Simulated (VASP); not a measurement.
A run of VASP 6.6.1 is set up as follows.

INCAR

```
SYSTEM = Si2Se
  PREC = Accurate
  ENCUT = 520
  EDIFF = 1E-7
  ISMEAR = 0
  SIGMA = 0.1
  LREAL = .FALSE.
  LASPH = .TRUE.
  NELM = 80
  ALGO = Normal
  ISIF = 2
  LWAVE = .FALSE.
  LCHARG = .FALSE.
  GGA = PE
  NBANDS = 23
```

KPOINTS

```
Automatic mesh
0
G
  8 8 4
  0 0 0
```

The input POSCAR:

```
Si2Se
1.0
    4.5929835493      0.0000000000      0.0000000000
    0.0000000000      4.5929835493      0.0000000000
    0.0000000000      0.0000000000      9.5582894876
Si Se
4 2
Direct
    0.5000000000      0.5000000000      0.6229861794
    0.5000000000      0.5000000000      0.1229861794
    0.5000000000      0.5000000000      0.3770138206
    0.5000000000      0.5000000000      0.8770138206
    0.0000000000      0.5000000000      0.0000000000
    0.5000000000      0.0000000000      0.5000000000
```

Potentials or basis: VASP PAW PBE potentials, release 64 (Si, Se).

Run with:

```bash
$ cat potpaw_PBE.64/Si/POTCAR potpaw_PBE.64/Se/POTCAR > POTCAR
$ mpirun -np 1 vasp_std > vasp.out
```

Question: Estimate the pressure.

Answer: 0.0 GPa.

Question: Estimate the band gap on the k mesh.

Answer: Zero (bands 14 and 15 overlap by 1.11 eV).

Question: Predict the largest force.

Answer: 0.006 eV/Å.

Forces in eV/Å, atoms in the order of the input:
```
Si   0.000  0.000  0.006
Si   0.000  0.000  0.006
Si   0.000  0.000 -0.006
Si   0.000  0.000 -0.006
Se   0.000  0.000  0.000
Se   0.000  0.000  0.000
```
